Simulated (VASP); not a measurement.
Input of a VASP 6.6.1 run:

The input POSCAR:

```
Ni
1.0
   -1.3837154700      1.3837154700      1.3837154700
    1.3837154700     -1.3837154700      1.3837154700
    1.3837154700      1.3837154700     -1.3837154700
Ni
1
Direct
    0.0000000000      0.0000000000      0.0000000000
```

The input INCAR.step1:

```
PREC = Accurate
ENCUT = 520
ISMEAR = 1
SIGMA = 0.1
LREAL = F
LASPH = T
NELM = 150
ISPIN = 2
MAGMOM = 1
LMAXMIX = 4
LDAU = T
LDAUTYPE = 2
LDAUL = 2
LDAUU = 3
LDAUJ = 0
NBANDS = 15
GGA = PE
ALGO = Normal
EDIFF = 1E-4
LWAVE = T
LCHARG = F
```

File INCAR.step2:

```
PREC = Accurate
ENCUT = 520
EDIFF = 1E-6
ISMEAR = 1
SIGMA = 0.1
LREAL = F
LASPH = T
NELM = 150
ALGO = Normal
ISIF = 2
LWAVE = F
LCHARG = F
ISPIN = 2
MAGMOM = 1
LORBIT = 11
LMAXMIX = 4
LDAU = T
LDAUTYPE = 2
LDAUL = 2
LDAUU = 3
LDAUJ = 0
LDAUPRINT = 1
METAGGA = R2SCAN
LMIXTAU = T
IVDW = 13
VDW_S6 = 1.0
VDW_S8 = 0.6018749
VDW_A1 = 0.51559235
VDW_A2 = 5.77342911
NBANDS = 15
ISTART = 1
```

Contents of KPOINTS:

```
regular mesh
0
Gamma
  13 13 13
```

Potentials or basis: VASP PAW PBE potentials, release 64 (Ni).

Launch:

```bash
$ cat potpaw_PBE.64/Ni/POTCAR > POTCAR
$ cp INCAR.step1 INCAR
$ mpirun -np 1 vasp_std > vasp.out
$ cp INCAR.step2 INCAR
$ mpirun -np 1 vasp_std > vasp.out
```

Q: What does it give for the dispersion energy per atom?

A: -0.160 eV.

Q: Predict the net moment.

A: 0.65 μB per cell.

Q: Estimate the pressure.

A: -7.3 GPa.

Eigenvalues of the final occupation matrices:
| site | spin | trace | eigenvalues |
| --- | --- | --- | --- |
| site 1 d | 1 | 4.63 | 0.92 0.92 0.92 0.93 0.93 |
| site 1 d | 2 | 3.89 | 0.68 0.68 0.68 0.92 0.92 |

Caveat: the PAW data sets were made with another functional, which shifts forces and pressure a little; pairwise dispersion overbinds metals, which lowers pressure and volume; the U is typed as a test and isn't derived for this compound. The state reached can hang on the start; a lower one may exist.
